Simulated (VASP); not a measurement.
Here is a VASP 6.6.1 calculation.

File INCAR:

```
SYSTEM = Sc5Al
PREC = Accurate
ENCUT = 520
EDIFF = 1E-7
ISMEAR = 0
SIGMA = 0.1
LREAL = .False.
LASPH = .True.
NELM = 60
ALGO = Fast
ISIF = 2
LWAVE = .False.
LCHARG = .False.
GGA = PE
NBANDS = 38
```

The input KPOINTS:

```
regular mesh
0
Gamma
  6 6 2
  0 0 0
```

Contents of POSCAR:

```
Sc5Al
1.0
    2.9521615200      0.0000000000      0.0000000000
   -1.4760807600      2.5566468700      0.0000000000
    0.0000000000      0.0000000000     14.2944913900
Sc Al
5 1
Direct
    0.3333333300      0.6666666700      0.6666666700
    0.3333333300      0.6666666700      0.3333333300
    0.6666666700      0.3333333300      0.8333333300
    0.6666666700      0.3333333300      0.1666666700
    0.6666666700      0.3333333300      0.5000000000
    0.3333333300      0.6666666700      0.0000000000
```

Potentials or basis: VASP PAW PBE potentials, release 64 (Sc_sv, Al).

The run is started by

```sh
$ cat potpaw_PBE.64/Sc_sv/POTCAR potpaw_PBE.64/Al/POTCAR > POTCAR
$ mpirun -np 1 vasp_std > vasp.out
```

(1) Estimate the pressure.

(2) Predict the largest force.

## Answers

(1) 22.4 GPa.

(2) 0.651 eV/Å.

Caveat: the k points lie up to 0.41 Å⁻¹ apart.
